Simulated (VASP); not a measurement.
Input of a VASP 6.6.1 run:

The input INCAR:

```
ALGO = Normal
EDIFF = 1E-7
EDIFFG = -0.005
ENCUT = 600
IBRION = 2
ISIF = 3
ISMEAR = -1
LASPH = T
LCHARG = F
LREAL = F
LWAVE = F
NELM = 80
NSW = 60
PREC = Accurate
SIGMA = 0.1
```

KPOINTS

```
k-points
0
Gamma
  8 8 11
```

Contents of POSCAR:

```
TiO2
1.0
    4.4964431302      0.0000000000      0.0000000000
    0.0000000000      4.4964431302      0.0000000000
    0.0000000000      0.0000000000      2.9676524660
Ti O
2 4
Direct
    0.0000000000      0.0000000000      0.0000000000
    0.5000000000      0.5000000000      0.5000000000
    0.3050000000      0.3050000000      0.0000000000
    0.6950000000      0.6950000000      0.0000000000
    0.8050000000      0.1950000000      0.5000000000
    0.1950000000      0.8050000000      0.5000000000
```

Potentials or basis: VASP PAW LDA potentials, release 64 (Ti_sv, O).

Run with:

```console
$ cat potpaw_LDA.64/Ti_sv/POTCAR potpaw_LDA.64/O/POTCAR > POTCAR
$ mpirun -np 1 vasp_std > vasp.out
```

(1) What does it give for the band gap on the k mesh?

(2) Estimate the relaxed cell.

## Answers

(1) 1.82 eV.

(2) a = 4.552 Å, b = 4.552 Å, c = 2.922 Å, α = 90.00°, β = 90.00°, γ = 90.00°.

Caveat: an odd mesh through Γ misses points on the zone boundary, where band edges can lie.
